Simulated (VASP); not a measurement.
Input of a VASP 6.6.1 run:

Contents of INCAR:

```
ALGO = Normal
EDIFF = 1E-7
ENCUT = 520
GGA = PS
ISIF = 2
ISMEAR = 0
LASPH = True
LCHARG = True
LELF = True
LREAL = False
LVHAR = True
LWAVE = False
NBANDS = 12
NELM = 100
PREC = Accurate
SIGMA = 0.1
```

The input KPOINTS:

```
k-points
0
Gamma
  8 8 8
```

The input POSCAR:

```
Ag
1.0
   -1.6126574450      1.6126574450      1.6126574450
    1.6126574450     -1.6126574450      1.6126574450
    1.6126574450      1.6126574450     -1.6126574450
Ag
1
Direct
    0.0000000000      0.0000000000      0.0000000000
```

Potentials or basis: VASP PAW PBE potentials, release 64 (Ag).

Launch:

```sh
$ cat potpaw_PBE.64/Ag/POTCAR > POTCAR
$ mpirun -np 1 vasp_std > vasp.out
```

(1) Predict the pressure.

Answers

(1) -0.2 GPa.

Caveat: the PAW data sets were made with another functional, which shifts forces and pressure a little.
